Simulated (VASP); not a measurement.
Here is a VASP 6.6.1 calculation.

The input INCAR:

```
SYSTEM = Ru
  AGGAC = 1.0
  AGGAX = 1.0
  ALDAC = 0.0
  ALDAX = 1.0
  ALGO = Normal
  EDIFF = 1E-6
  ENCUT = 520
  GGA = B5
  ISIF = 2
  ISMEAR = -1
  LASPH = .TRUE.
  LCHARG = .FALSE.
  LREAL = .FALSE.
  LWAVE = .FALSE.
  NBANDS = 13
  NELM = 80
  PREC = Accurate
  SIGMA = 0.1
```

The input KPOINTS:

```
k-points
0
G
  13 13 13
  0 0 0
```

File POSCAR:

```
Ru
1.0
    2.5539869695      0.0000000000      0.0000000000
    0.0000000000      2.5539869695      0.0000000000
    0.0000000000      0.0000000000      2.5539869695
Ru
1
Direct
    0.0000000000      0.0000000000      0.0000000000
```

Potentials or basis: VASP PAW PBE potentials, release 64 (Ru_pv).

The run is started by

```console
$ cat potpaw_PBE.64/Ru_pv/POTCAR > POTCAR
$ mpirun -np 1 vasp_std > vasp.out
```

Q: Predict the band gap on the k mesh.

A: Zero (band 7 reaches 13.37 eV, above the bottom of band 8 at 9.36 eV).

Q: Predict the pressure.

A: 0.5 GPa.

Caveat: the PAW data sets were made with another functional, which shifts forces and pressure a little.
